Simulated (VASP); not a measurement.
# Hf (Im-3m) in VASP: a series of runs

Hf is run at these levels: r2SCANh; tasks: single point.

Program: VASP 6.6.1. These are calculated values, not measurements. Logs are shortened: lines on timing, memory, paths and dates and some standing lists are left out, and cuts for length are marked.

### 1 The cell of the first run

It takes space group Im-3m (No. 229, cubic). The conventional cell has a = 3.610 Å, b = 3.610 Å, c = 3.610 Å, α = 90.00°, β = 90.00°, γ = 90.00°. Hf (site symmetry m-3m) has 14 Hf at 3.13 to 3.61 Å within 4.1 Å.

### 2 Single point, r2SCANh

File POSCAR:

```
Hf
1.0
   -1.8050000000      1.8050000000      1.8050000000
    1.8050000000     -1.8050000000      1.8050000000
    1.8050000000      1.8050000000     -1.8050000000
Hf
1
Direct
    0.0000000000      0.0000000000      0.0000000000
```

File INCAR.step1:

```
SYSTEM = Hf
PREC = Accurate ; ENCUT = 520
EDIFF = 1E-5 ; ISMEAR = -1
SIGMA = 0.05 ; LREAL = .False.
LASPH = .True. ; NELM = 100
ALGO = Normal ; ISIF = 2
LWAVE = .True. ; LCHARG = .False.
NBANDS = 11 ; GGA = PE
```

File INCAR.step2:

```
SYSTEM = Hf
PREC = Accurate ; ENCUT = 520
EDIFF = 1E-7 ; ISMEAR = -1
SIGMA = 0.05 ; LREAL = .False.
LASPH = .True. ; NELM = 100
ALGO = Normal ; ISIF = 2
LWAVE = .False. ; LCHARG = .False.
METAGGA = R2SCAN ; LHFCALC = .True.
AEXX = 0.1 ; LMIXTAU = .True.
PRECFOCK = Normal ; NBANDS = 11
ISTART = 1
```

File KPOINTS:

```
regular mesh
0
Gamma
  5 5 5
  0 0 0
```

Potentials or basis: VASP PAW PBE potentials, release 64 (Hf_pv).

On the command line:

```sh
> cat potpaw_PBE.64/Hf_pv/POTCAR > POTCAR
> cp INCAR.step1 INCAR
> mpirun -np 1 vasp_std > vasp.out
> cp INCAR.step2 INCAR
> mpirun -np 1 vasp_std > vasp.out
```

OUTCAR:

```text
SYSTEM = Hf
   PREC = Accurate
   ENCUT = 520
   EDIFF = 1E-7
   ISMEAR = -1
   LREAL = .False.
   LASPH = .True.
   NELM = 100
   ISIF = 2
   METAGGA = R2SCAN
   LHFCALC = .True.
   AEXX = 0.1
   PRECFOCK = Normal
   ISTART = 1

 ion  position               nearest neighbor table
   1  0.000  0.000  0.000-

  LATTYP: Found a body centered cubic cell.
 ALAT       =     3.6100000000

  Lattice vectors:

 A1 = (  -1.8050000000,   1.8050000000,   1.8050000000)
 A2 = (   1.8050000000,  -1.8050000000,   1.8050000000)
 A3 = (   1.8050000000,   1.8050000000,  -1.8050000000)

Analysis of symmetry for initial positions (statically):
=====================================================================
 Subroutine PRICEL returns:
 Original cell was already a primitive cell.

 Routine SETGRP: Setting up the symmetry group for a
 body centered cubic supercell.

 Subroutine GETGRP returns: Found 48 space group operations
[... 9 lines left out ...]

 Routine SETGRP: Setting up the symmetry group for a
 body centered cubic supercell.

 Subroutine GETGRP returns: Found 48 space group operations
[... 11 lines left out ...]
                                     Primitive cell

  volume of cell :      23.5229

  direct lattice vectors                    reciprocal lattice vectors
    -1.805000000  1.805000000  1.805000000     0.000000000  0.277008310  0.277008310
     1.805000000 -1.805000000  1.805000000     0.277008310  0.000000000  0.277008310
     1.805000000  1.805000000 -1.805000000     0.277008310  0.277008310  0.000000000

  length of vectors
     3.126351708  3.126351708  3.126351708     0.391748909  0.391748909  0.391748909

  position of ions in fractional coordinates (direct lattice)
     0.000000000  0.000000000  0.000000000

  ion indices of the primitive-cell ions
   primitive index   ion index
                 1           1

----------------------------------------------------------------------------------------

 KPOINTS: regular mesh

Automatic generation of k-mesh.
 Grid dimensions read from file:
 generate k-points for:    5    5    5

 Generating k-lattice:

  Cartesian coordinates                     Fractional coordinates (reciprocal lattice)
     0.000000000  0.055401662  0.055401662     0.200000000  0.000000000  0.000000000
     0.055401662  0.000000000  0.055401662     0.000000000  0.200000000  0.000000000
     0.055401662  0.055401662  0.000000000     0.000000000  0.000000000  0.200000000

  Length of vectors
     0.078349782  0.078349782  0.078349782

  Shift w.r.t. Gamma in fractional coordinates (k-lattice)
     0.000000000  0.000000000  0.000000000

 Subroutine IBZKPT returns following result:
 ===========================================

 Found     10 irreducible k-points:

 Following reciprocal coordinates:
            Coordinates               Weight
  0.000000  0.000000  0.000000      1.000000
  0.200000  0.000000  0.000000     12.000000
  0.400000  0.000000  0.000000     12.000000
  0.200000  0.200000  0.000000     24.000000
  0.400000  0.200000  0.000000     24.000000
  0.200000  0.200000  0.200000      8.000000
 -0.200000  0.200000  0.200000      6.000000
 -0.400000  0.400000  0.200000     24.000000
 -0.400000 -0.400000  0.200000      8.000000
 -0.400000  0.400000  0.400000      6.000000
   k-points           NKPTS =     10   k-points in BZ     NKDIM =    125   number of bands    NBANDS=     11
   number of dos      NEDOS =    301   number of ions     NIONS =      1
   total plane-waves  NPLWV =  13824
   dimension x,y,z NGX =    24 NGY =   24 NGZ =   24
   dimension x,y,z NGXF=    48 NGYF=   48 NGZF=   48
   ions per type =               1
   NGX,Y,Z   is equivalent  to a cutoff of  12.76, 12.76, 12.76 a.u.
   NGXF,Y,Z  is equivalent  to a cutoff of  25.52, 25.52, 25.52 a.u.
 SYSTEM =  Hf
   PREC   = accura    normal or accurate (medium, high low for compatibility)
   ISTART =      1    job   : 0-new  1-cont  2-samecut
   ICHARG =      0    charge: 1-file 2-atom 10-const
   ISPIN  =      1    spin polarized calculation?
   LNONCOLLINEAR =      F non collinear calculations
   LSORBIT =      F    spin-orbit coupling
   LASPH  =      T    aspherical Exc in radial PAW
   ENCUT  =  520.0 eV  38.22 Ry    6.18 a.u.   5.81  5.81  5.81*2*pi/ulx,y,z
   NELM   =    100;   NELMIN=  2; NELMDL=  0     # of ELM steps
   EDIFF  = 0.1E-06   stopping-criterion for ELM
   LREAL  =      F    real-space projection
   EDIFFG = 0.1E-05   stopping-criterion for IOM
   NSW    =      0    number of steps for IOM
   IBRION =     -1    ionic relax: 0-MD 1-quasi-New 2-CG
   NFREE  =      0    steps in history (QN), initial steepest desc. (CG)
   ISIF   =      2    stress and relaxation
   ISYM   =      3    0-nonsym 1-usesym 2-fastsym
   POTIM  = 0.5000    time-step for ionic-motion
   TEBEG  =    0.0;   TEEND  =   0.0 temperature during run
   PSTRESS=    0.0 pullay stress
   NELECT =      10.0000    total number of electrons
   NUPDOWN=      -1.0000    fix difference up-down
   EMIN   =  10.00;   EMAX   =-10.00  energy-range for DOS
   EFERMI =   0.00;   METHOD = LEGACY
   ISMEAR =    -1;   SIGMA  =   0.05  broadening in eV -4-tet -1-fermi 0-gaus
   EFERMI_NEDOS =   21; number of points for ismear=-14 and -15
   IALGO  =     38    algorithm
   IMIX   =      1    mixing-type and parameters
     AMIX     =   0.40;   BMIX     =  1.00
     AMIX_MAG =   1.60;   BMIX_MAG =  1.00
  volume/ion in A,a.u.               =      23.52       158.74
  Fermi-wavevector in a.u.,A,eV,Ry     =   1.230961  2.326179 20.616432  1.515265
  Thomas-Fermi vector in A             =   2.365789
   LORBIT       =      0    0 simple, 1 ext, 2 COOP (PROOUT), +10 PAW based schemes
   METAGGA = R2SCAN    functional components
   LHFCALC =     T    Hartree Fock is set to
   PRECFOCK=normal    Normal, Fast or Accurate (Low or Medium for compatibility)
   ENCUT4O =  -1.0   cutoff for four orbital integrals eV
   NKREDX  =     1    reduce k-point grid by
   NKREDY  =     1    reduce k-point grid by
   NKREDZ  =     1    reduce k-point grid by
   AEXX    =    0.1000 exact exchange contribution
   HFSCREEN=    0.0000 screening length (either q_TF or 0.3 A-1)
   HFSCREENC=   0.0000 screening length for correlation (either q_TF or 0.3 A-1)
   ENCUTFOCK=  -1.0 apply spherical cutoff to Coloumb kernel
   IVDW    =     0    specifies the selected vdW correction
   LEPSILON=     F    determine dielectric tensor
   LRPA    =     F    only Hartree local field effects (RPA)
 non-spin polarized calculation
  energy-cutoff  :      520.00
  volume of cell :       23.52
 maximum number of plane-waves:       650
  NGX = 18; NGY = 18; NGZ = 18

 number of electron      10.0000001 magnetization

 Free energy of the ion-electron system (eV)
  ---------------------------------------------------
  ext. energy  EPLUGINS =         0.00000000
  ---------------------------------------------------
  free energy    TOTEN  =       -42.51178948 eV

  energy without entropy =      -42.50699257  energy(sigma->0) =      -42.50939103

 E-fermi :   3.9540     XC(G=0): -10.8416

 val. band max:        3.7862306811   @ k =   0.4000   0.2000   0.0000
 cond. band min:       4.1810564434   @ k =   0.4000   0.0000   0.0000
 fundamental gap:      0.3948257623
 Fermi energy:         3.9540130752

 k-point     1 :       0.0000    0.0000    0.0000
  band No.  band energies     occupation
      1     -28.1099      2.00000
      2     -28.1099      2.00000
      3     -28.1099      2.00000
      4      -3.6479      2.00000
      5       6.1949      0.00000
      6       6.1949      0.00000
      7       6.1949      0.00000
      8       8.8574      0.00000
      9       8.8574      0.00000
     10      16.8134      0.00000
     11      18.2111      0.00000

 k-point     2 :       0.2000    0.0000    0.0000
  band No.  band energies     occupation
      1     -28.3736      2.00000
      2     -28.1910      2.00000
      3     -28.1113      2.00000
      4      -2.2478      2.00000
      5       5.3129      0.00000
      6       5.3816      0.00000
      7       7.5654      0.00000
      8       8.2662      0.00000
      9       8.9003      0.00000
     10      16.8123      0.00000
     11      18.6726      0.00000

 k-point     3 :       0.4000    0.0000    0.0000
  band No.  band energies     occupation
      1     -28.7767      2.00000
      2     -28.3188      2.00000
      3     -28.1132      2.00000
      4       0.1529      2.00000
      5       4.1811      0.02110
      6       4.5069      0.00003
      7       8.7566      0.00000
      8       9.4422      0.00000
      9      10.9839      0.00000
     10      15.4892      0.00000
     11      15.7961      0.00000

 k-point     4 :       0.2000    0.2000    0.0000
  band No.  band energies     occupation
      1     -28.6412      2.00000
      2     -28.3051      2.00000
      3     -28.1663      2.00000
      4      -0.0379      2.00000
      5       3.7360      1.97475
      6       4.5404      0.00002
      7       8.1392      0.00000
      8       9.5398      0.00000
      9      10.2287      0.00000
     10      16.2921      0.00000
     11      16.8255      0.00000

 k-point     5 :       0.4000    0.2000    0.0000
  band No.  band energies     occupation
      1     -28.7520      2.00000
      2     -28.4441      2.00000
      3     -28.1815      2.00000
      4       1.4877      2.00000
      5       3.5850      1.99875
      6       3.7862      1.93258
      7       8.5520      0.00000
      8       9.7158      0.00000
      9      13.0383      0.00000
     10      13.1456      0.00000
     11      16.4563      0.00000

 k-point     6 :       0.2000    0.2000    0.2000
  band No.  band energies     occupation
      1     -28.6582      2.00000
      2     -28.3519      2.00000
      3     -28.3519      2.00000
      4       2.4063      2.00000
      5       3.1727      2.00000
      6       3.1727      2.00000
      7       9.6293      0.00000
      8       9.6293      0.00000
      9      11.8507      0.00000
     10      13.8843      0.00000
     11      16.7329      0.00000

 k-point     7 :      -0.2000    0.2000    0.2000
  band No.  band energies     occupation
      1     -28.4139      2.00000
      2     -28.2768      2.00000
      3     -28.2768      2.00000
      4      -0.9897      2.00000
      5       5.3328      0.00000
      6       6.0215      0.00000
      7       6.0215      0.00000
      8       7.5591      0.00000
      9       9.8039      0.00000
     10      16.8094      0.00000
     11      17.8535      0.00000

 k-point     8 :      -0.4000    0.4000    0.2000
  band No.  band energies     occupation
      1     -28.7087      2.00000
      2     -28.4127      2.00000
      3     -28.2958      2.00000
      4       1.2568      2.00000
      5       3.1321      2.00000
      6       5.5448      0.00000
      7       6.8284      0.00000
      8       9.9030      0.00000
      9      10.6264      0.00000
     10      15.6591      0.00000
     11      16.8189      0.00000

 k-point     9 :      -0.4000   -0.4000    0.2000
  band No.  band energies     occupation
      1     -28.6344      2.00000
      2     -28.6344      2.00000
      3     -28.3319      2.00000
      4       2.3687      2.00000
      5       2.3687      2.00000
      6       4.6952      0.00000
      7       9.1394      0.00000
      8       9.1394      0.00000
      9      12.9664      0.00000
     10      14.5122      0.00000
     11      14.5122      0.00000

 k-point    10 :      -0.4000    0.4000    0.4000
  band No.  band energies     occupation
      1     -28.6113      2.00000
      2     -28.5605      2.00000
      3     -28.5605      2.00000
      4       1.5874      2.00000
      5       1.7136      2.00000
      6       8.6012      0.00000
      7       8.6012      0.00000
      8       9.7978      0.00000
      9      10.5574      0.00000
     10      15.0116      0.00000
     11      15.0116      0.00000

------------------------ aborting loop because EDIFF is reached ----------------------------------------

  FORCE on cell =-STRESS in cart. coord.  units (eV):
  Direction    XX          YY          ZZ          XY          YZ          ZX
  --------------------------------------------------------------------------------------
  -------------------------------------------------------------------------------------
  Total       -0.7031982     -0.7031982     -0.7031982      0.0000000      0.0000000      0.0000000
  in kB      -47.8957228    -47.8957228    -47.8957228      0.0000000      0.0000000      0.0000000
  external PRESSURE =     -47.8957228 kB  Pullay stress =       0.0000000 kB

 VOLUME and BASIS-vectors are now :
 -----------------------------------------------------------------------------
  energy-cutoff  :      520.00
  volume of cell :       23.52
      direct lattice vectors                 reciprocal lattice vectors
    -1.805000000  1.805000000  1.805000000     0.000000000  0.277008310  0.277008310
     1.805000000 -1.805000000  1.805000000     0.277008310  0.000000000  0.277008310
     1.805000000  1.805000000 -1.805000000     0.277008310  0.277008310  0.000000000

 POSITION                                       TOTAL-FORCE (eV/Angst)
 -----------------------------------------------------------------------------------
      0.00000      0.00000      0.00000         0.000000      0.000000     -0.000000
 -----------------------------------------------------------------------------------
    total drift:                                0.000000      0.000000      0.000000

  FREE ENERGIE OF THE ION-ELECTRON SYSTEM (eV)
  ---------------------------------------------------
  free  energy   TOTEN  =       -42.5117894811 eV

  energy  without entropy=      -42.5069925706  energy(sigma->0) =      -42.50939103
```

Wall time 5 min (1 thread of Intel Xeon Platinum 8259CL at 2.50GHz (Skylake/Cascade Lake), shared host); peak memory 0.15 GiB.

Results:

| Property | Result |
| --- | --- |
| Free energy | -42.5118 eV |
| Pressure | -4.8 GPa |
| Band gap on the k mesh | zero (band 5 reaches 6.19 eV, above the bottom of band 6 at 3.17 eV) |

Caveat: the k points lie up to 0.49 Å⁻¹ apart; the PAW data sets were made with another functional, which shifts forces and pressure a little; spin-orbit coupling is left out, which moves the levels of the heavy elements.

### 3 Single point, r2SCANh

This run uses another cell than the first one, of 23.99 Å³/atom, 1.020 times its volume.

File POSCAR:

```
Hf
1.0
   -1.8169539908      1.8169539908      1.8169539908
    1.8169539908     -1.8169539908      1.8169539908
    1.8169539908      1.8169539908     -1.8169539908
Hf
1
Direct
    0.0000000000      0.0000000000      0.0000000000
```

File INCAR.step1:

```
ALGO     = Normal         # electronic algorithm
EDIFF    = 1E-5           # SCF threshold, eV
ENCUT    = 520            # plane-wave cutoff, eV
GGA      = PE             # functional
ISIF     = 2              # what is computed and relaxed
ISMEAR   = -1             # smearing method
LASPH    = True           # aspherical terms in the spheres
LCHARG   = False          # write CHGCAR
LREAL    = False          # projectors in reciprocal space
LWAVE    = True           # write WAVECAR
NBANDS   = 11             # bands
NELM     = 80             # most SCF steps
PREC     = Accurate       # precision mode
SIGMA    = 0.05           # smearing width, eV
```

File INCAR.step2:

```
AEXX     = 0.1            # exact-exchange fraction
ALGO     = Normal         # electronic algorithm
EDIFF    = 1E-6           # SCF threshold, eV
ENCUT    = 520            # plane-wave cutoff, eV
ISIF     = 2              # what is computed and relaxed
ISMEAR   = -1             # smearing method
ISTART   = 1            
LASPH    = True           # aspherical terms in the spheres
LCHARG   = False          # write CHGCAR
LHFCALC  = True           # exact exchange
LMIXTAU  = True         
LREAL    = False          # projectors in reciprocal space
LWAVE    = False          # write WAVECAR
METAGGA  = R2SCAN         # meta-GGA
NBANDS   = 11             # bands
NELM     = 80             # most SCF steps
PREC     = Accurate       # precision mode
PRECFOCK = Normal       
SIGMA    = 0.05           # smearing width, eV
```

File KPOINTS:

```
k-points
0
Gamma
  5 5 5
```

Potentials or basis: VASP PAW PBE potentials, release 64 (Hf_pv).

On the command line:

```sh
> cat potpaw_PBE.64/Hf_pv/POTCAR > POTCAR
> cp INCAR.step1 INCAR
> mpirun -np 1 vasp_std > vasp.out
> cp INCAR.step2 INCAR
> mpirun -np 1 vasp_std > vasp.out
```

It took 4.8 min on 1 thread of Intel Xeon Platinum 8259CL at 2.50GHz (Skylake/Cascade Lake), shared host; peak memory 0.16 GiB.

It converged, with:

```yaml
Free_energy: -42.4948 eV
Pressure: -6.7 GPa
Band_gap_on_the_k_mesh: zero (band 5 reaches 6.05 eV, above the bottom of band 6 at 3.07 eV)
```

Levels at points of the mesh, in eV from the Fermi level:
```tsv
k point	band 3	band 4	band 5	band 6	band 7	band 8
(0.00, 0.00, 0.00)	-32.14	-7.53	2.22	2.22	2.22	4.83
```

Caveat: the k points lie up to 0.49 Å⁻¹ apart; the PAW data sets were made with another functional, which shifts forces and pressure a little; spin-orbit coupling is left out, which moves the levels of the heavy elements.

(Continued in part 2 of 2.)
